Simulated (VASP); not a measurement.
# SiO2 (Stishovite) (P4_2/mnm) in VASP: notebook

The runs below take SiO2 (Stishovite) through single point, with PBEsol.

Everything below comes from runs of VASP 6.6.1. Logs are shortened: lines on timing, memory, paths and dates and some standing lists are left out, and cuts for length are marked.

**1. The cell of the first run**

It takes space group P4_2/mnm (No. 136, tetragonal). The conventional cell has a = 4.232 Å, b = 4.232 Å, c = 2.700 Å, α = 90.00°, β = 90.00°, γ = 90.00°. Within 2.4 Å of Si (site symmetry mmm) lie 6 O at 1.78 to 1.83 Å. O (site symmetry m2m) has 3 Si at 1.78 to 1.83 Å and 1 O at 2.32 Å within 2.4 Å.

**2. Single point, PBEsol**

INCAR

```
  PREC = Accurate
  ENCUT = 520
  EDIFF = 1E-7
  ISMEAR = 0
  SIGMA = 0.01
  LREAL = False
  LASPH = True
  NELM = 80
  ALGO = Normal
  ISIF = 2
  LWAVE = False
  LCHARG = True
  GGA = PS
  LELF = True
  LVHAR = True
  NBANDS = 25
```

KPOINTS

```
regular mesh
0
Gamma
  4 4 6
```

POSCAR

```
SiO2
1.0
    4.2322707776      0.0000000000      0.0000000000
    0.0000000000      4.2322707776      0.0000000000
    0.0000000000      0.0000000000      2.7002724431
Si O
2 4
Direct
    0.0000000000      0.0000000000      0.0000000000
    0.5000000000      0.5000000000      0.5000000000
    0.3059000000      0.3059000000      0.0000000000
    0.1941000000      0.8059000000      0.5000000000
    0.6941000000      0.6941000000      0.0000000000
    0.8059000000      0.1941000000      0.5000000000
```

Potentials or basis: VASP PAW PBE potentials, release 64 (Si, O).

Command:

```console
cat potpaw_PBE.64/Si/POTCAR potpaw_PBE.64/O/POTCAR > POTCAR
mpirun -np 1 vasp_std > vasp.out
```

OUTCAR:

```text
PREC = Accurate
   ENCUT = 520
   EDIFF = 1E-7
   ISMEAR = 0
   LREAL = False
   LASPH = True
   NELM = 80
   ISIF = 2
   GGA = PS

 ion  position               nearest neighbor table
   1  0.000  0.000  0.000-   4 1.78   6 1.78   4 1.78   6 1.78   5 1.83   3 1.83
   2  0.500  0.500  0.500-   3 1.78   5 1.78   3 1.78   5 1.78   4 1.83   6 1.83
   3  0.306  0.306  0.000-   2 1.78   2 1.78   1 1.83
   4  0.194  0.806  0.500-   1 1.78   1 1.78   2 1.83
   5  0.694  0.694  0.000-   2 1.78   2 1.78   1 1.83
   6  0.806  0.194  0.500-   1 1.78   1 1.78   2 1.83

  LATTYP: Found a simple tetragonal cell.
 ALAT       =     4.2322707776
 C/A-ratio  =     0.6380197735

  Lattice vectors:

 A1 = (   4.2322707776,   0.0000000000,   0.0000000000)
 A2 = (   0.0000000000,   4.2322707776,   0.0000000000)
 A3 = (   0.0000000000,   0.0000000000,   2.7002724431)

Analysis of symmetry for initial positions (statically):
=====================================================================
 Subroutine PRICEL returns:
 Original cell was already a primitive cell.

 Routine SETGRP: Setting up the symmetry group for a
 simple tetragonal supercell.

 Subroutine GETGRP returns: Found 16 space group operations
 (whereof  8 operations were pure point group operations)
 out of a pool of 16 trial point group operations.

The static configuration has the point symmetry D_2h.
 The point group associated with its full space group is D_4h.

Analysis of symmetry for dynamics (positions and initial velocities):
=====================================================================
 Subroutine PRICEL returns:
 Original cell was already a primitive cell.

 Routine SETGRP: Setting up the symmetry group for a
 simple tetragonal supercell.

 Subroutine GETGRP returns: Found 16 space group operations
 (whereof  8 operations were pure point group operations)
 out of a pool of 16 trial point group operations.

The dynamic configuration has the point symmetry D_2h.
 The point group associated with its full space group is D_4h.

 Subroutine INISYM returns: Found 16 space group operations
 (whereof  8 operations are pure point group operations),
 and found     1 'primitive' translations

----------------------------------------------------------------------------------------

                                     Primitive cell

  volume of cell :      48.3676

  direct lattice vectors                    reciprocal lattice vectors
     4.232270778  0.000000000  0.000000000     0.236279778  0.000000000  0.000000000
     0.000000000  4.232270778  0.000000000     0.000000000  0.236279778  0.000000000
     0.000000000  0.000000000  2.700272443     0.000000000  0.000000000  0.370333002

  length of vectors
     4.232270778  4.232270778  2.700272443     0.236279778  0.236279778  0.370333002

  position of ions in fractional coordinates (direct lattice)
     0.000000000  0.000000000  0.000000000
     0.500000000  0.500000000  0.500000000
     0.305900000  0.305900000  0.000000000
     0.194100000  0.805900000  0.500000000
     0.694100000  0.694100000  0.000000000
     0.805900000  0.194100000  0.500000000

  ion indices of the primitive-cell ions
   primitive index   ion index
                 1           1
                 2           2
                 3           3
                 4           4
                 5           5
                 6           6

----------------------------------------------------------------------------------------

 KPOINTS: regular mesh

Automatic generation of k-mesh.
 Grid dimensions read from file:
 generate k-points for:    4    4    6

 Generating k-lattice:

  Cartesian coordinates                     Fractional coordinates (reciprocal lattice)
     0.059069945  0.000000000  0.000000000     0.250000000  0.000000000  0.000000000
     0.000000000  0.059069945  0.000000000     0.000000000  0.250000000  0.000000000
     0.000000000  0.000000000  0.061722167     0.000000000  0.000000000  0.166666667

  Length of vectors
     0.059069945  0.059069945  0.061722167

  Shift w.r.t. Gamma in fractional coordinates (k-lattice)
     0.000000000  0.000000000  0.000000000

 Subroutine IBZKPT returns following result:
 ===========================================

 Found     24 irreducible k-points:

 Following reciprocal coordinates:
            Coordinates               Weight
  0.000000  0.000000  0.000000      1.000000
  0.250000  0.000000  0.000000      4.000000
  0.500000  0.000000  0.000000      2.000000
  0.250000  0.250000  0.000000      4.000000
  0.500000  0.250000  0.000000      4.000000
  0.500000  0.500000  0.000000      1.000000
[... 16 lines left out ...]
  0.500000  0.250000  0.500000      4.000000
  0.500000  0.500000  0.500000      1.000000
   k-points           NKPTS =     24   k-points in BZ     NKDIM =     24   number of bands    NBANDS=     25
   number of dos      NEDOS =    301   number of ions     NIONS =      6
   total plane-waves  NPLWV =  20480
   dimension x,y,z NGX =    32 NGY =   32 NGZ =   20
   dimension x,y,z NGXF=    64 NGYF=   64 NGZF=   40
   ions per type =               2   4
   NGX,Y,Z   is equivalent  to a cutoff of  12.57, 12.57, 12.31 a.u.
   NGXF,Y,Z  is equivalent  to a cutoff of  25.14, 25.14, 24.63 a.u.
 SYSTEM =  unknown system
   PREC   = accura    normal or accurate (medium, high low for compatibility)
   ISTART =      0    job   : 0-new  1-cont  2-samecut
   ICHARG =      2    charge: 1-file 2-atom 10-const
   ISPIN  =      1    spin polarized calculation?
   LNONCOLLINEAR =      F non collinear calculations
   LSORBIT =      F    spin-orbit coupling
   LASPH  =      T    aspherical Exc in radial PAW
   ENCUT  =  520.0 eV  38.22 Ry    6.18 a.u.   7.87  7.87  5.02*2*pi/ulx,y,z
   NELM   =     80;   NELMIN=  2; NELMDL= -5     # of ELM steps
   EDIFF  = 0.1E-06   stopping-criterion for ELM
   LREAL  =      F    real-space projection
   EDIFFG = 0.1E-05   stopping-criterion for IOM
   NSW    =      0    number of steps for IOM
   IBRION =     -1    ionic relax: 0-MD 1-quasi-New 2-CG
   NFREE  =      0    steps in history (QN), initial steepest desc. (CG)
   ISIF   =      2    stress and relaxation
   ISYM   =      2    0-nonsym 1-usesym 2-fastsym
   POTIM  = 0.5000    time-step for ionic-motion
   TEBEG  =    0.0;   TEEND  =   0.0 temperature during run
   PSTRESS=    0.0 pullay stress
   NELECT =      32.0000    total number of electrons
   NUPDOWN=      -1.0000    fix difference up-down
   EMIN   =  10.00;   EMAX   =-10.00  energy-range for DOS
   EFERMI =   0.00;   METHOD = LEGACY
   ISMEAR =     0;   SIGMA  =   0.01  broadening in eV -4-tet -1-fermi 0-gaus
   EFERMI_NEDOS =   21; number of points for ismear=-14 and -15
   IALGO  =     38    algorithm
   IMIX   =      4    mixing-type and parameters
     AMIX     =   0.40;   BMIX     =  1.00
     AMIX_MAG =   1.60;   BMIX_MAG =  1.00
  volume/ion in A,a.u.               =       8.06        54.40
  Fermi-wavevector in a.u.,A,eV,Ry     =   1.426505  2.695704 27.686724  2.034917
  Thomas-Fermi vector in A             =   2.546775
   LORBIT       =      0    0 simple, 1 ext, 2 COOP (PROOUT), +10 PAW based schemes
   GGA     = PS    functional components
   LHFCALC =     F    Hartree Fock is set to
   AEXX    =    0.0000 exact exchange contribution
   IVDW    =     0    specifies the selected vdW correction
   LEPSILON=     F    determine dielectric tensor
   LRPA    =     F    only Hartree local field effects (RPA)
 non-spin polarized calculation
 Gauss-broadening in eV      SIGMA  =   0.01
  energy-cutoff  :      520.00
  volume of cell :       48.37
 maximum number of plane-waves:      1336
 NGX is ok and might be reduce to    32
   NGX = 15   NGY = 15   NGZ = 11

 number of electron      31.9999992 magnetization

 Free energy of the ion-electron system (eV)
  ---------------------------------------------------
  ext. energy  EPLUGINS =         0.00000000
  ---------------------------------------------------
  free energy    TOTEN  =       -48.96124009 eV

  energy without entropy =      -48.96124009  energy(sigma->0) =      -48.96124009

 E-fermi :   7.7049     XC(G=0): -12.3333

 val. band max:        7.6562081436   @ k =   0.0000   0.0000   0.0000
 cond. band min:      12.5598079275   @ k =   0.0000   0.0000   0.0000
 fundamental gap:      4.9035997839
 Fermi energy:         7.7049470090

 k-point     1 :       0.0000    0.0000    0.0000
  band No.  band energies     occupation
      1     -14.5252      2.00000
      2     -11.0318      2.00000
      3     -11.0318      2.00000
      4     -10.8019      2.00000
      5      -3.0696      2.00000
      6       1.3538      2.00000
[... 17 lines left out ...]
     24      21.3142      0.00000
     25      22.7581      0.00000

 k-point     2 :       0.2500    0.0000    0.0000
  band No.  band energies     occupation
      1     -14.2117      2.00000
      2     -12.0867      2.00000
      3     -10.8786      2.00000
      4     -10.3846      2.00000
      5      -2.6311      2.00000
      6       0.0703      2.00000
[... 17 lines left out ...]
     24      20.6292      0.00000
     25      22.4455      0.00000

 k-point     3 :       0.5000    0.0000    0.0000
  band No.  band energies     occupation
      1     -13.3290      2.00000
      2     -13.3290      2.00000
      3     -10.5370      2.00000
      4     -10.5370      2.00000
      5      -1.5021      2.00000
      6      -1.5021      2.00000
[... 552 lines left out ...]
 k-point    23 :       0.5000    0.2500    0.5000
  band No.  band energies     occupation
      1     -11.6410      2.00000
      2     -11.6410      2.00000
      3     -10.4983      2.00000
      4     -10.4983      2.00000
      5      -2.4462      2.00000
      6      -2.4462      2.00000
[... 17 lines left out ...]
     24      20.8614      0.00000
     25      22.4762      0.00000

 k-point    24 :       0.5000    0.5000    0.5000
  band No.  band energies     occupation
      1     -11.6056      2.00000
      2     -11.6056      2.00000
      3     -10.4688      2.00000
      4     -10.4688      2.00000
      5      -2.9361      2.00000
      6      -2.9361      2.00000
[... 17 lines left out ...]
     24      21.3522      0.00000
     25      22.5974      0.00000

------------------------ aborting loop because EDIFF is reached ----------------------------------------

  FORCE on cell =-STRESS in cart. coord.  units (eV):
  Direction    XX          YY          ZZ          XY          YZ          ZX
  --------------------------------------------------------------------------------------
  -------------------------------------------------------------------------------------
  Total       -2.1540448     -2.1540448     -2.2715411      0.0000000      0.0000000      0.0000000
  in kB      -71.3527716    -71.3527716    -75.2448384      0.0000000      0.0000000      0.0000000
  external PRESSURE =     -72.6501272 kB  Pullay stress =       0.0000000 kB

 VOLUME and BASIS-vectors are now :
 -----------------------------------------------------------------------------
  energy-cutoff  :      520.00
  volume of cell :       48.37
      direct lattice vectors                 reciprocal lattice vectors
     4.232270778  0.000000000  0.000000000     0.236279778  0.000000000  0.000000000
     0.000000000  4.232270778  0.000000000     0.000000000  0.236279778  0.000000000
     0.000000000  0.000000000  2.700272443     0.000000000  0.000000000  0.370333002

 POSITION                                       TOTAL-FORCE (eV/Angst)
 -----------------------------------------------------------------------------------
      0.00000      0.00000      0.00000         0.000000      0.000000      0.000000
      2.11614      2.11614      1.35014         0.000000      0.000000      0.000000
      1.29465      1.29465      0.00000         0.118986      0.118986      0.000000
      0.82148      3.41079      1.35014        -0.118986      0.118986      0.000000
      2.93762      2.93762      0.00000        -0.118986     -0.118986     -0.000000
      3.41079      0.82148      1.35014         0.118986     -0.118986     -0.000000
 -----------------------------------------------------------------------------------
    total drift:                                0.000000      0.000000     -0.000000

  FREE ENERGIE OF THE ION-ELECTRON SYSTEM (eV)
  ---------------------------------------------------
  free  energy   TOTEN  =       -48.9612400907 eV

  energy  without entropy=      -48.9612400907  energy(sigma->0) =      -48.96124009
```

Wall time 48 s (1 thread of AMD EPYC 7R13, shared host); peak memory 0.13 GiB.

Results:

- Free energy: -48.9612 eV
- Pressure: -7.3 GPa
- Largest force: 0.168 eV/Å
- Band gap on the k mesh: 4.90 eV, direct

Forces in eV/Å, atoms in the order of the input:
```
Si   0.000  0.000  0.000
Si   0.000  0.000  0.000
O    0.119  0.119  0.000
O   -0.119  0.119  0.000
O   -0.119 -0.119  0.000
O    0.119 -0.119  0.000
```

Stress tensor (GPa, compression positive):
```
-7.14  0.00  0.00
 0.00 -7.14  0.00
 0.00  0.00 -7.52
```

Levels at points of the mesh, in eV from the valence-band top:
| k point | band 12 | band 13 | band 14 | band 15 | band 16 | band 17 | band 18 | band 19 | band 20 | band 21 |
| --- | --- | --- | --- | --- | --- | --- | --- | --- | --- | --- |
| (0.00, 0.00, 0.00) | -3.05 | -2.49 | -0.87 | -0.87 | 0.00 | 4.90 | 6.39 | 8.03 | 8.03 | 10.74 |
| (0.50, 0.00, 0.00) | -3.77 | -2.63 | -2.63 | -1.05 | -1.05 | 7.17 | 7.17 | 8.63 | 8.63 | 10.63 |
| (0.50, 0.50, 0.00) | -3.18 | -2.63 | -2.63 | -2.19 | -2.19 | 6.89 | 6.89 | 9.58 | 9.58 | 12.61 |
| (0.00, 0.00, 0.50) | -4.55 | -2.96 | -2.96 | -2.59 | -2.59 | 8.51 | 8.51 | 12.08 | 12.08 | 12.20 |
| (0.50, 0.00, 0.50) | -3.88 | -2.22 | -2.22 | -1.70 | -1.70 | 8.27 | 8.27 | 9.31 | 9.31 | 11.90 |
| (0.50, 0.50, 0.50) | -4.42 | -1.72 | -1.72 | -1.49 | -1.49 | 6.63 | 6.63 | 10.55 | 10.55 | 11.31 |

Caveat: the PAW data sets were made with another functional, which shifts forces and pressure a little. Expect the measured gap to be larger: semilocal functionals such as PBEsol lack the derivative discontinuity.

(Part 1 of 2 ends here.)
